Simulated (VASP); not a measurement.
Runs of VASP 6.6.1 on BaF2. The structure is cubic, space group Fm-3m (No. 225). The conventional cell has a = 6.194 Å, b = 6.194 Å, c = 6.194 Å, α = 90.00°, β = 90.00°, γ = 90.00°. Ba (site symmetry m-3m) has 8 F at 2.68 Å within 3.5 Å. Within 3.5 Å of F (site symmetry -43m) lie 4 Ba at 2.68 Å and 6 F at 3.10 Å. 

```csv
level,potentials or basis,cutoff (eV),grid for exact exchange (PRECFOCK),share of exact exchange,screening parameter,gap on the mesh (eV),pressure (GPa)
PBE-based screened hybrid with 5 % exact exchange,"VASP PAW PBE potentials, release 64 (Ba_sv, F)",520,Normal,0.05,0.2078 1/Å,7.15,2.3
PBE-based screened hybrid with 15 % exact exchange,"VASP PAW PBE potentials, release 64 (Ba_sv, F)",520,Normal,0.15,0.5 1/Å,7.50,(a)
LDA,"VASP PAW LDA potentials, release 64 (Ba_sv, F)",600,-,-,-,(c),(b)
PBE-based screened hybrid with 40 % exact exchange,"VASP PAW PBE potentials, release 64 (Ba_sv, F)",520,Normal,0.4,0.2078 1/Å,9.89,0.7
```

Alike in all rows: task single point; no spin polarisation; cell as given; k mesh 4 × 4 × 4; smearing gaussian 0.01 eV.

Q: Estimate the missing entries.

A: (a) 1.9; (b) -3.3; (c) 6.40.

Caveats: all runs use coarse meshes; spin-orbit coupling is left out, which moves the levels of the heavy elements; the PAW data sets were made with another functional, which shifts forces and pressure a little (at least some runs).

A k mesh can miss the band edges, and the runs leave out spin-orbit coupling on Ba.
